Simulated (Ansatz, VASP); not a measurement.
## SnSe2 in VASP and in Ansatz

Contents of INCAR:

```
ALGO = Normal
EDIFF = 1E-7
ENCUT = 520
GGA = PS
ISIF = 2
ISMEAR = 0
LASPH = True
LCHARG = False
LREAL = False
LWAVE = False
NBANDS = 20
NELM = 60
PREC = Accurate
SIGMA = 0.05
```

Contents of KPOINTS:

```
k-points
0
Gamma
  12 12 6
```

The input POSCAR:

```
SnSe2
1.0
    3.8109987816      0.0000000000      0.0000000000
   -1.9054993908      3.3004217586      0.0000000000
    0.0000000000      0.0000000000      6.1370000000
Sn Se
1 2
Direct
    0.0000000000      0.0000000000      0.0000000000
    0.3519734990      0.7039469980      0.2639801242
    0.6853068323      0.3706136646      0.7639801242
```

Input for Ansatz:

```yaml
crystal:
  lattice:
    - [3.8109987816, 0.0, 0.0]
    - [-1.9054993908, 3.3004217586, 0.0]
    - [0.0, 0.0, 6.137]
  atoms:
    - { symbol: Sn, position: [0.0, 0.0, 0.0] }
    - { symbol: Se, position: [0.351973499, 0.703946998, 0.2639801242] }
    - { symbol: Se, position: [0.6853068323, 0.3706136646, 0.7639801242] }
basis:
  ecutwfc: 420
kpoints:
  mp_grid: { grid: [12, 12, 6] }
hamiltonian:
  xc: pbesol
scf:
  occupations: { method: gaussian, width: 0.05 }
output:
  forces: true
  stress: true
  eigenvalues: true
```

Change from the starting cell: all Se atoms moved -0.150 Å, as atom 2 towards its neighbour atom 1 (Sn) at 2.682 Å.

Alike in both runs: task single point; functional PBEsol; k mesh 12 × 12 × 6; occupations gaussian, width 0.05 eV; no spin polarisation.

|  | VASP | Ansatz |
| --- | --- | --- |
| version | VASP 6.6.1 | Ansatz 0.2.0 |
| potentials or method | VASP PAW PBE potentials, release 64 (Sn_d, Se), cutoff 520 eV | scalar-relativistic, plane waves, PAW |
| valence electrons in the cell | 26 | 46 |

```tsv
	VASP	Ansatz	Ansatz less VASP
gap on the k mesh at the Fermi level (eV)	0.58	0.59	+0.005
least direct gap on the mesh (eV)	0.88	0.89	+0.008
pressure (GPa)	2.9	2.8	-0.12
traceless stress, the component that is largest in VASP (GPa)	-1.29	-1.29	0.000
rms of the force components (eV/Å)	0.751	0.743	-0.0081
```

VASP's potentials were made for PBE, not for PBEsol. Atom by atom the forces differ by 0.011 eV/Å (rms over components). VASP's potentials hold 26 valence electrons a cell and Ansatz's 46, so a difference there can come from the potentials and not from the codes.
